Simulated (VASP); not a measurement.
Here is a VASP 6.6.1 calculation.

Contents of INCAR:

```
  ALGO = Normal
  EDIFF = 1E-6
  ENCUT = 520
  GGA = PS
  ISIF = 2
  ISMEAR = 0
  LASPH = T
  LCHARG = T
  LELF = T
  LREAL = F
  LVHAR = T
  LWAVE = F
  NBANDS = 14
  NELM = 100
  PREC = Accurate
  SIGMA = 0.05
```

The input KPOINTS:

```
k-points
0
Gamma
  10 10 10
```

The input POSCAR:

```
SrB
1.0
    0.0000000000      2.9072281674      2.9072281674
    2.9072281674      0.0000000000      2.9072281674
    2.9072281674      2.9072281674      0.0000000000
Sr B
1 1
Direct
    0.5000000000      0.5000000000      0.5000000000
    0.0000000000      0.0000000000      0.0000000000
```

Potentials or basis: VASP PAW PBE potentials, release 64 (Sr_sv, B).

Command:

```sh
$ cat potpaw_PBE.64/Sr_sv/POTCAR potpaw_PBE.64/B/POTCAR > POTCAR
$ mpirun -np 1 vasp_std > vasp.out
```

(1) Estimate the pressure.

Answers

(1) 1.5 GPa.

Caveat: the PAW data sets were made with another functional, which shifts forces and pressure a little.
